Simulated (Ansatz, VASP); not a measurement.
# Ge: VASP beside Ansatz

INCAR

```
  PREC = Accurate
  ENCUT = 520
  EDIFF = 1E-6
  ISMEAR = -1
  SIGMA = 0.1
  LREAL = False
  LASPH = True
  NELM = 100
  ALGO = Normal
  ISIF = 2
  LWAVE = False
  LCHARG = False
  GGA = PS
  NBANDS = 21
```

Contents of KPOINTS:

```
regular mesh
0
Gamma
  6 6 6
```

POSCAR

```
Ge
1.0
    0.0000000000      2.9024208332      2.9024208332
    2.9024208332      0.0000000000      2.9024208332
    2.9024208332      2.9024208332      0.0000000000
Ge
2
Direct
    0.0000000000      0.0000000000      0.0000000000
    0.2500000000      0.2500000000      0.2500000000
```

Input for Ansatz:

```yaml
crystal:
  lattice:
    - [0.0, 2.9024208331879047, 2.9024208331879047]
    - [2.9024208331879047, 0.0, 2.9024208331879047]
    - [2.9024208331879047, 2.9024208331879047, 0.0]
  atoms:
    - { symbol: Ge, position: [0.0, 0.0, 0.0] }
    - { symbol: Ge, position: [0.25, 0.25, 0.25] }
basis:
  ecutwfc: 500.0
kpoints:
  mp_grid:
    grid: [6, 6, 6]
hamiltonian:
  xc: pbesol
scf:
  convergence:
    dr2_threshold: 1.0e-10
  occupations:
    method: fermi_dirac
    width: 0.1
output:
  stress: true
```

Alike in both runs: task single point; functional PBEsol; k mesh 6 × 6 × 6; occupations fermi-dirac, width 0.1 eV; no spin polarisation.

```csv
,VASP,Ansatz
version,VASP 6.6.1,Ansatz 0.2.0
potentials or method,"VASP PAW PBE potentials, release 64 (Ge_d), cutoff 520 eV","plane waves, PAW"
valence electrons in the cell,28,28
```

Ansatz gave:

* pressure (GPa): -3.7

Question: Which values does VASP return?

Answer: Pressure (GPa): -4.1.

VASP's potentials were made for PBE, not for PBEsol. With one functional, cell and mesh, what is left measures potentials, basis and numerics.
